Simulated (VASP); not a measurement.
Here is a VASP 6.6.1 calculation.

File INCAR:

```
PREC     = Accurate       # precision mode
ENCUT    = 400            # plane-wave cutoff, eV
EDIFF    = 1E-6           # SCF threshold, eV
ISMEAR   = 0              # smearing method
SIGMA    = 0.1            # smearing width, eV
LREAL    = False          # projectors in reciprocal space
LASPH    = True           # aspherical terms in the spheres
NELM     = 120            # most SCF steps
ALGO     = Normal         # electronic algorithm
ISIF     = 2              # what is computed and relaxed
LWAVE    = False          # write WAVECAR
LCHARG   = False          # write CHGCAR
LDIPOL   = True         
IDIPOL   = 3            
DIPOL    = 0.5 0.5 0.501
GGA      = PS             # functional
NBANDS   = 28             # bands
GGA_COMPAT= False        
NELMDL   = -8
```

File KPOINTS:

```
regular mesh
0
Gamma
  10 7 1
```

File POSCAR:

```
Pt
1.0
    2.7704032196      0.0000000000      0.0000000000
    0.0000000000      3.9179418064      0.0000000000
    0.0000000000      0.0000000000     18.1556048294
Pt
4
Direct
    0.5000000000      0.5000000000      0.3855558692
    0.0000000000      0.0000000000      0.4618519564
    0.5000000000      0.5000000000      0.5436181347
    0.0000000000      0.0000000000      0.6112148295
```

Potentials or basis: VASP PAW PBE potentials, release 64 (Pt).

Command:

```console
$ cat potpaw_PBE.64/Pt/POTCAR > POTCAR
$ mpirun -np 1 vasp_std > vasp.out
```

Task: Estimate the largest force.

Result: 1.038 eV/Å.

Task: Estimate the band gap on the k mesh.

Result: Zero (bands 20 and 21 overlap by 0.53 eV).

Forces on the atoms (eV/Å):
```
Pt   0.000  0.000  1.038
Pt   0.000  0.000 -1.005
Pt   0.000  0.000 -0.012
Pt   0.000  0.000 -0.021
```

Caveat: the PAW data sets were made with another functional, which shifts forces and pressure a little; spin-orbit coupling is left out, which moves the levels of the heavy elements.
